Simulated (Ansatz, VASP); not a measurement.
## One calculation of W7Au, two programs

```
CELL_PARAMETERS angstrom
-3.30822 3.30822 3.30822
3.30822 -3.30822 3.30822
3.30822 3.30822 -3.30822
ATOMIC_POSITIONS crystal
W 0.00000 0.50000 0.50000
W 0.50000 0.50000 0.00000
W 0.50000 0.00000 0.50000
W 0.00000 0.00000 0.50000
W 0.00000 0.50000 0.00000
W 0.50000 0.00000 0.00000
W 0.50000 0.50000 0.50000
Au 0.00000 0.00000 0.00000
```

Change from the starting cell: species swapped into the Fe7Co type (Im-3m, No. 229).

Alike in both runs: task single point; functional PBE; k mesh 4 × 4 × 4; occupations gaussian, width 0.1 eV; no spin polarisation.

```csv
,VASP,Ansatz
version,VASP 6.6.1,Ansatz 0.2.0
potentials or method,"VASP PAW PBE potentials, release 64 (W_sv, Au), cutoff 520 eV","scalar-relativistic, plane waves, PAW"
valence electrons in the cell,109,117
```

|  | VASP | Ansatz | Ansatz less VASP |
| --- | --- | --- | --- |
| gap on the k mesh at the Fermi level (eV) | none | none | - |
| pressure (GPa) | -23.4 | -23.5 | -0.10 |

A gap of «none» marks a metal or a gap that the smearing closes. The functional is the same, so the differences come from potentials, cutoffs and numerics. VASP's potentials hold 109 valence electrons a cell and Ansatz's 117, so a difference there can come from the potentials and not from the codes.

Neither program's run includes spin-orbit coupling.
